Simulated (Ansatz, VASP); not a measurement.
## TaN: VASP beside Ansatz

```
Ta N
1.0
     0.00000    2.20863    2.20863
     2.20863    0.00000    2.20863
     2.20863    2.20863    0.00000
Ta N
1 1
Direct
  0.50000 0.50000 0.50000
  0.00000 0.00000 0.00000
```

Alike in both runs: functional PBE; k mesh 16 × 16 × 16; occupations gaussian, width 0.1 eV; no spin polarisation.

Ansatz relaxed the structure, and its values are those at the end. VASP's run is a single point on that final structure, the one shown.

```csv
,VASP,Ansatz
version,VASP 6.6.1,Ansatz 0.2.0
potentials or method,"VASP PAW PBE potentials, release 64 (Ta_sv_GW, N), cutoff 700 eV","scalar-relativistic, plane waves, PAW"
valence electrons in the cell,18,18
```

VASP gave:

```
gap on the k mesh at the Fermi level (eV) : none
pressure (GPa)                            : -0.1
```

Q: What did Ansatz give for the same quantities?

A: gap on the k mesh at the Fermi level (eV): none; pressure (GPa): 0.0.

A gap of «none» marks a metal or a gap that the smearing closes.

Spin-orbit coupling is off throughout.
